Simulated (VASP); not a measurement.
# TiCo (Pm-3m) in VASP: a series of runs, part 3 of 3

VASP 6.6.1.

### 5 Single point, PBE, collinear spin, ferromagnetic start (volume scaled by 1.03)

INCAR

```
SYSTEM = TiCo
PREC = Accurate
ENCUT = 520
EDIFF = 1E-6
ISMEAR = 0
SIGMA = 0.1
LREAL = .FALSE.
LASPH = .TRUE.
NELM = 150
ALGO = Normal
ISIF = 2
LWAVE = .FALSE.
LCHARG = .FALSE.
ISPIN = 2
MAGMOM = 0 1.07
LORBIT = 11
LMAXMIX = 4
GGA = PE
NBANDS = 22
```

KPOINTS

```
Automatic mesh
0
G
  18 18 18
  0 0 0
```

POSCAR

```
TiCo
1.0
    3.0146547623      0.0000000000      0.0000000000
    0.0000000000      3.0146547623      0.0000000000
    0.0000000000      0.0000000000      3.0146547623
Ti Co
1 1
Direct
    0.0000000000      0.0000000000      0.0000000000
    0.5000000000      0.5000000000      0.5000000000
```

Potentials or basis: VASP PAW PBE potentials, release 64 (Ti_sv, Co).

Command:

```
$ cat potpaw_PBE.64/Ti_sv/POTCAR potpaw_PBE.64/Co/POTCAR > POTCAR
$ mpirun -np 1 vasp_std > vasp.out
```

OUTCAR:

```text
SYSTEM = TiCo
   PREC = Accurate
   ENCUT = 520
   EDIFF = 1E-6
   ISMEAR = 0
   LREAL = .FALSE.
   LASPH = .TRUE.
   NELM = 150
   ISIF = 2
   ISPIN = 2
   LORBIT = 11
   GGA = PE

 ion  position               nearest neighbor table
   1  0.000  0.000  0.000-   2 2.61   2 2.61   2 2.61   2 2.61   2 2.61   2 2.61   2 2.61   2 2.61

   2  0.500  0.500  0.500-   1 2.61   1 2.61   1 2.61   1 2.61   1 2.61   1 2.61   1 2.61   1 2.61

  LATTYP: Found a simple cubic cell.
 ALAT       =     3.0146547623

  Lattice vectors:

 A1 = (   3.0146547623,   0.0000000000,   0.0000000000)
 A2 = (   0.0000000000,   3.0146547623,   0.0000000000)
 A3 = (   0.0000000000,   0.0000000000,   3.0146547623)

Analysis of symmetry for initial positions (statically):
=====================================================================
 Subroutine PRICEL returns:
 Original cell was already a primitive cell.

 Routine SETGRP: Setting up the symmetry group for a
 simple cubic supercell.

 Subroutine GETGRP returns: Found 48 space group operations
 (whereof 48 operations were pure point group operations)
 out of a pool of 48 trial point group operations.

The static configuration has the point symmetry O_h .

Analysis of symmetry for dynamics (positions and initial velocities):
=====================================================================
 Subroutine PRICEL returns:
 Original cell was already a primitive cell.

 Routine SETGRP: Setting up the symmetry group for a
 simple cubic supercell.

 Subroutine GETGRP returns: Found 48 space group operations
 (whereof 48 operations were pure point group operations)
 out of a pool of 48 trial point group operations.

The dynamic configuration has the point symmetry O_h .

Analysis of structural, dynamic, and magnetic symmetry:
=====================================================================
 Subroutine PRICEL returns:
 Original cell was already a primitive cell.

 Routine SETGRP: Setting up the symmetry group for a
 simple cubic supercell.

 Subroutine GETGRP returns: Found 48 space group operations
 (whereof 48 operations were pure point group operations)
 out of a pool of 48 trial point group operations.

The overall configuration has the point symmetry O_h .

 Subroutine INISYM returns: Found 48 space group operations
 (whereof 48 operations are pure point group operations),
 and found     1 'primitive' translations

----------------------------------------------------------------------------------------

                                     Primitive cell

  volume of cell :      27.3976

  direct lattice vectors                    reciprocal lattice vectors
     3.014654762  0.000000000  0.000000000     0.331712942  0.000000000  0.000000000
     0.000000000  3.014654762  0.000000000     0.000000000  0.331712942  0.000000000
     0.000000000  0.000000000  3.014654762     0.000000000  0.000000000  0.331712942

  length of vectors
     3.014654762  3.014654762  3.014654762     0.331712942  0.331712942  0.331712942

  position of ions in fractional coordinates (direct lattice)
     0.000000000  0.000000000  0.000000000
     0.500000000  0.500000000  0.500000000

  ion indices of the primitive-cell ions
   primitive index   ion index
                 1           1
                 2           2

[... 62 lines left out ...]
   PREC   = accura    normal or accurate (medium, high low for compatibility)
   ISTART =      0    job   : 0-new  1-cont  2-samecut
   ICHARG =      2    charge: 1-file 2-atom 10-const
   ISPIN  =      2    spin polarized calculation?
   LNONCOLLINEAR =      F non collinear calculations
   LSORBIT =      F    spin-orbit coupling
   LASPH  =      T    aspherical Exc in radial PAW
   ENCUT  =  520.0 eV  38.22 Ry    6.18 a.u.   5.61  5.61  5.61*2*pi/ulx,y,z
   NELM   =    150;   NELMIN=  2; NELMDL= -5     # of ELM steps
   EDIFF  = 0.1E-05   stopping-criterion for ELM
   LREAL  =      F    real-space projection
   EDIFFG = 0.1E-04   stopping-criterion for IOM
   NSW    =      0    number of steps for IOM
   IBRION =     -1    ionic relax: 0-MD 1-quasi-New 2-CG
   NFREE  =      0    steps in history (QN), initial steepest desc. (CG)
   ISIF   =      2    stress and relaxation
   ISYM   =      2    0-nonsym 1-usesym 2-fastsym
   POTIM  = 0.5000    time-step for ionic-motion
   TEBEG  =    0.0;   TEEND  =   0.0 temperature during run
   PSTRESS=    0.0 pullay stress
   NELECT =      21.0000    total number of electrons
   NUPDOWN=      -1.0000    fix difference up-down
   EMIN   =  10.00;   EMAX   =-10.00  energy-range for DOS
   EFERMI =   0.00;   METHOD = LEGACY
   ISMEAR =     0;   SIGMA  =   0.10  broadening in eV -4-tet -1-fermi 0-gaus
   EFERMI_NEDOS =   21; number of points for ismear=-14 and -15
   IALGO  =     38    algorithm
   IMIX   =      4    mixing-type and parameters
     AMIX     =   0.40;   BMIX     =  1.00
     AMIX_MAG =   1.60;   BMIX_MAG =  1.00
  volume/ion in A,a.u.               =      13.70        92.44
  Fermi-wavevector in a.u.,A,eV,Ry     =   1.498225  2.831235 30.540696  2.244678
  Thomas-Fermi vector in A             =   2.610011
   LORBIT       =     11    0 simple, 1 ext, 2 COOP (PROOUT), +10 PAW based schemes
   GGA     = PE    functional components
   LHFCALC =     F    Hartree Fock is set to
   AEXX    =    0.0000 exact exchange contribution
   IVDW    =     0    specifies the selected vdW correction
   LEPSILON=     F    determine dielectric tensor
   LRPA    =     F    only Hartree local field effects (RPA)
 spin polarized calculation
 Gauss-broadening in eV      SIGMA  =   0.10
  energy-cutoff  :      520.00
  volume of cell :       27.40
 maximum number of plane-waves:       756
 NGX is ok and might be reduce to    24
   NGX = 11   NGY = 11   NGZ = 11

 number of electron      20.9999992 magnetization       0.8793086

 Free energy of the ion-electron system (eV)
  ---------------------------------------------------
  ext. energy  EPLUGINS =         0.00000000
  ---------------------------------------------------
  free energy    TOTEN  =       -15.66609670 eV

  energy without entropy =      -15.65724759  energy(sigma->0) =      -15.66167215

 E-fermi :   9.5611     XC(G=0): -12.4239

 val. band max:        9.5607932429   @ k =   0.3333   0.2222   0.0556
 cond. band min:       9.5636778904   @ k =   0.3333   0.3333   0.0000
 fundamental gap:      0.0028846474
 Fermi energy:         9.5610642209

 spin component 1

 k-point     1 :       0.0000    0.0000    0.0000
  band No.  band energies     occupation
      1     -47.6275      1.00000
      2     -23.7273      1.00000
      3     -23.7273      1.00000
      4     -23.7273      1.00000
      5       2.0023      1.00000
      6       5.5050      1.00000
[... 589 lines left out ...]
     21      27.3422      0.00000
     22      28.2425      0.00000

 [... further k-points ...]

 spin component 2

 k-point     1 :       0.0000    0.0000    0.0000
  band No.  band energies     occupation
      1     -47.6594      1.00000
      2     -23.7603      1.00000
      3     -23.7603      1.00000
      4     -23.7603      1.00000
      5       1.9807      1.00000
      6       6.2109      1.00000
[... 589 lines left out ...]
     21      27.4082      0.00000
     22      28.1256      0.00000

 [... further k-points ...]
[... 5 lines left out ...]
  --------------------------------------------------------------------------------------
  -------------------------------------------------------------------------------------
  Total       -0.8508990     -0.8508990     -0.8508990     -0.0000000     -0.0000000     -0.0000000
  in kB      -49.7594840    -49.7594840    -49.7594840     -0.0000000     -0.0000000     -0.0000000
  external PRESSURE =     -49.7594840 kB  Pullay stress =       0.0000000 kB

 VOLUME and BASIS-vectors are now :
 -----------------------------------------------------------------------------
  energy-cutoff  :      520.00
  volume of cell :       27.40
      direct lattice vectors                 reciprocal lattice vectors
     3.014654762  0.000000000  0.000000000     0.331712942  0.000000000  0.000000000
     0.000000000  3.014654762  0.000000000     0.000000000  0.331712942  0.000000000
     0.000000000  0.000000000  3.014654762     0.000000000  0.000000000  0.331712942

 POSITION                                       TOTAL-FORCE (eV/Angst)
 -----------------------------------------------------------------------------------
      0.00000      0.00000      0.00000         0.000000      0.000000      0.000000
      1.50733      1.50733      1.50733         0.000000      0.000000      0.000000
 -----------------------------------------------------------------------------------
    total drift:                                0.000000      0.000000     -0.000000

  FREE ENERGIE OF THE ION-ELECTRON SYSTEM (eV)
  ---------------------------------------------------
  free  energy   TOTEN  =       -15.6660967043 eV

  energy  without entropy=      -15.6572475863  energy(sigma->0) =      -15.66167215

 total charge

# of ion       s       p       d       tot
------------------------------------------
    1        2.241   6.171   1.834  10.245
    2        0.514   0.444   7.281   8.240
--------------------------------------------------
tot          2.755   6.615   9.115  18.486

 magnetization (x)

# of ion       s       p       d       tot
------------------------------------------
    1       -0.003  -0.014  -0.036  -0.053
    2        0.028  -0.006   0.972   0.994
--------------------------------------------------
tot          0.025  -0.020   0.936   0.941
```

It took 77 s on 1 thread of Intel Xeon 6975P-C (Granite Rapids), shared host; peak memory 0.31 GiB.

Results:

```
Free energy                                           : -15.6661 eV
Pressure                                              : -5.0 GPa
Net moment                                            : 0.88 μB per cell
Site moments                                          : Ti -0.05; Co +0.99 μB
Valence electrons inside the program's atomic spheres : Ti 10.24; Co 8.24
```

Levels at points of the mesh, in eV from the Fermi level:
Spin up:
| k point | band 7 | band 8 | band 9 | band 10 | band 11 | band 12 | band 13 | band 14 | band 15 | band 16 |
| --- | --- | --- | --- | --- | --- | --- | --- | --- | --- | --- |
| (0.00, 0.00, 0.00) | -4.06 | -1.85 | -1.85 | -1.85 | 0.45 | 0.45 | 2.57 | 2.57 | 2.57 | 8.72 |
| (0.50, 0.00, 0.00) | -3.05 | -1.97 | -1.97 | -1.52 | -0.68 | -0.63 | 0.66 | 0.66 | 2.17 | 3.75 |
| (0.50, 0.50, 0.00) | -2.66 | -2.66 | -1.55 | -0.82 | 0.60 | 0.60 | 1.06 | 2.34 | 2.34 | 3.02 |
| (0.50, 0.50, 0.50) | -2.75 | -1.99 | -1.99 | -1.99 | -1.52 | -1.52 | 3.09 | 3.09 | 6.68 | 8.08 |
Spin down:
```
           k point  band 7  band 8  band 9  band 10  band 11  band 12  band 13  band 14
(0.00, 0.00, 0.00)   -3.35   -1.27   -1.27    -1.27     1.01     1.01     2.65     2.65
(0.50, 0.00, 0.00)   -1.74   -1.34   -1.34    -0.85    -0.77     0.59     0.65     0.65
(0.50, 0.50, 0.00)   -2.20   -2.20    0.05     0.31     0.56     0.56     1.21     2.53
(0.50, 0.50, 0.50)   -2.24   -2.01   -2.01    -2.01     0.08     0.08     3.00     3.00
```

### 6 The runs side by side

| cell | gap on the mesh (eV) | pressure (GPa) | moment (μB) |
| --- | --- | --- | --- |
| a = 2.955 Å, 2 atoms | none | 4.8 | 0.82 |
| a = 2.985 Å, 2 atoms | none | -0.5 | 0.86 |
| a = 3.015 Å, 2 atoms | none | -5.0 | 0.88 |

Alike in all rows: task single point; level PBE; potentials or basis VASP PAW PBE potentials, release 64 (Ti_sv, Co); spin collinear, ferromagnetic start; k mesh 18 × 18 × 18; cutoff (eV) 520; smearing gaussian 0.1 eV.

Absolute energies hang on the potentials; compare differences alone.
